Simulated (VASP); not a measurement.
Here is a VASP 6.6.1 calculation.

File INCAR:

```
PREC = Accurate
ENCUT = 600
EDIFF = 1E-7
ISMEAR = 0
SIGMA = 0.1
LREAL = False
LASPH = True
NELM = 60
ALGO = Normal
ISIF = 3
LWAVE = False
LCHARG = False
GGA = PE
IBRION = 2
NSW = 90
EDIFFG = -0.04
```

The input KPOINTS:

```
regular mesh
0
Gamma
  4 4 4
```

POSCAR

```
InBS3
1.0
    5.0596430245      0.0000000000      0.0000000000
    0.0000000000      5.0596430245      0.0000000000
    0.0000000000      0.0000000000      4.9916524888
In B S
1 1 3
Direct
    0.0000000000      0.0000000000      0.0000000000
    0.5000000000      0.5000000000      0.5000000000
    0.0000000000      0.0000000000      0.5000000000
    0.0000000000      0.5000000000      0.0000000000
    0.5000000000      0.0000000000      0.0000000000
```

Potentials or basis: VASP PAW PBE potentials, release 64 (In_d, B, S).

Command:

```bash
$ cat potpaw_PBE.64/In_d/POTCAR potpaw_PBE.64/B/POTCAR potpaw_PBE.64/S/POTCAR > POTCAR
$ mpirun -np 1 vasp_std > vasp.out
```

**Question.** Predict the band gap on the k mesh.

**Answer.** Zero (band 17 reaches 2.41 eV, above the bottom of band 18 at 1.41 eV).

**Question.** What does it give for the space group after relaxing (to 0.05 Å)?

**Answer.** Pm-3m (No. 221).

Step by step:
```tsv
step	energy change (eV)	largest force (eV/Å)	pressure (GPa)	volume (Å³)
1	0.0000	0.0000	0.12	127.79
2	-0.0030	0.0000	0.00	128.13
3	-0.0036	0.0000	-0.08	128.38
```

Caveat: spin-orbit coupling is left out, which moves the levels of the heavy elements.
